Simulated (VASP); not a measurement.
## Si: single point with r2SCAN

Si:

```
CELL_PARAMETERS angstrom
0.01018 2.71547 2.71547
2.72565 0.00000 2.72565
2.71547 2.71547 0.01018
ATOMIC_POSITIONS crystal
Si 0.50000 0.50000 0.50000
Si 0.75000 0.75000 0.75000
```

This cell differs from its parent crystal: strain +0.0075 x Voigt [0, 0, 0, 0, 1, 0].

| Quantity | Value |
| --- | --- |
| Program | VASP 6.6.1 |
| Task | single point |
| Functional | r2SCAN |
| Potentials or basis | VASP PAW PBE potentials, release 64 (Si) |
| Cutoff | 520 eV |
| k mesh | 10 × 10 × 10 |
| Occupations | gaussian, width 0.05 eV |
| Spin | no spin polarisation |

| Item | Value |
| --- | --- |
| Pressure | 0.5 GPa |
| Largest force | 0.073 eV/Å |
| Band gap on the k mesh | 0.77 eV (least direct gap 2.69 eV) |

Forces on the atoms (eV/Å):
```
Si   0.000  0.073  0.000
Si   0.000 -0.073  0.000
```

Stress tensor (GPa, compression positive):
```
 0.48  0.00 -0.82
 0.00  0.48  0.00
-0.82  0.00  0.48
```

Levels at points of the mesh, in eV from the valence-band top:
| k point | band 2 | band 3 | band 4 | band 5 | band 6 | band 7 |
| --- | --- | --- | --- | --- | --- | --- |
| (0.00, 0.00, 0.00) | -0.02 | -0.01 | 0.00 | 2.69 | 2.74 | 2.81 |
| (0.50, 0.00, 0.00) | -7.28 | -1.30 | -1.30 | 1.84 | 3.53 | 3.60 |
| (0.00, 0.50, 0.00) | -7.27 | -1.27 | -1.26 | 1.91 | 3.56 | 3.63 |
| (0.50, 0.50, 0.00) | -8.17 | -3.02 | -3.02 | 0.91 | 0.91 | 10.87 |
| (0.50, 0.00, 0.50) | -8.13 | -3.06 | -2.98 | 0.87 | 0.96 | 10.85 |

Wall time 5.4 min on 1 thread of Intel Xeon 8259CL (shared host), peak memory 0.17 GiB.

Caveat: the cell differs from its parent crystal (strain +0.0075 x Voigt [0, 0, 0, 0, 1, 0]); the PAW data sets were made with another functional, which shifts forces and pressure a little. A k mesh can miss the band edges.
